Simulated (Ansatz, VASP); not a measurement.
**Bi2O in VASP and in Ansatz**

```
Bi O
1.0
    -2.41479    2.41479    3.25801
     2.41479   -2.41479    3.25801
     2.41479    2.41479   -3.25801
Bi O
2 1
Direct
  0.50000 0.00000 0.50000
  0.00000 0.50000 0.50000
  0.00000 0.00000 0.00000
```

Alike in both runs: functional PBE; k mesh 6 × 6 × 6; occupations gaussian, width 0.1 eV; no spin polarisation.

Ansatz relaxed the structure, and its values are those at the end. VASP's run is a single point on that final structure, the one shown.

|  | VASP | Ansatz |
| --- | --- | --- |
| version | VASP 6.6.1 | Ansatz 0.2.0 |
| potentials or method | VASP PAW PBE potentials, release 64 (Bi_d, O), cutoff 520 eV | scalar-relativistic, plane waves, PAW |
| valence electrons in the cell | 36 | 36 |

|  | VASP | Ansatz | Ansatz less VASP |
| --- | --- | --- | --- |
| gap on the k mesh at the Fermi level (eV) | none | none | - |
| pressure (GPa) | -0.1 | -0.1 | +0.03 |

A gap of «none» marks a metal or a gap that the smearing closes.

Neither program's run includes spin-orbit coupling.
